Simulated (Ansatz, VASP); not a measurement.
**Two plane-wave programs on TiO2**

```
Ti O
1.0
     5.78447    0.00000    0.00000
    -2.89223    5.00950    0.00000
     0.00000    0.00000    5.81782
Ti O
3 6
Direct
  0.46617 0.00000 0.33333
  0.00000 0.46617 0.66667
  0.53383 0.53383 0.00000
  0.41894 0.27174 0.21360
  0.72826 0.14720 0.54693
  0.85280 0.58106 0.88027
  0.27174 0.41894 0.78640
  0.14720 0.72826 0.45307
  0.58106 0.85280 0.11973
```

Change from the starting cell: strain +0.040 along x and y, -0.040 along z, atoms carried along.

Alike in both runs: task single point; functional r2SCAN; k mesh 6 × 6 × 4; occupations gaussian, width 0.05 eV; no spin polarisation.

|  | VASP | Ansatz |
| --- | --- | --- |
| version | VASP 6.6.1 | Ansatz 0.2.0 |
| potentials or method | VASP PAW PBE potentials, release 64 (Ti_sv, O), cutoff 520 eV | scalar-relativistic, plane waves, PAW |
| valence electrons in the cell | 72 | 72 |

VASP gave:

```
gap on the k mesh at the Fermi level (eV)                     : 3.76
least direct gap on the mesh (eV)                             : 3.86
pressure (GPa)                                                : -4.0
traceless stress, the component that is largest in VASP (GPa) : 2.67
rms of the force components (eV/Å)                            : 0.303
```

Task: Which values does Ansatz return?

Result: gap on the k mesh at the Fermi level (eV): 3.76; least direct gap on the mesh (eV): 3.86; pressure (GPa): -4.7; traceless stress, the component that is largest in VASP (GPa): 2.66; rms of the force components (eV/Å): 0.299.

VASP's potentials were made for PBE, not for r2SCAN. Atom by atom the forces differ by 0.040 eV/Å (rms over components).
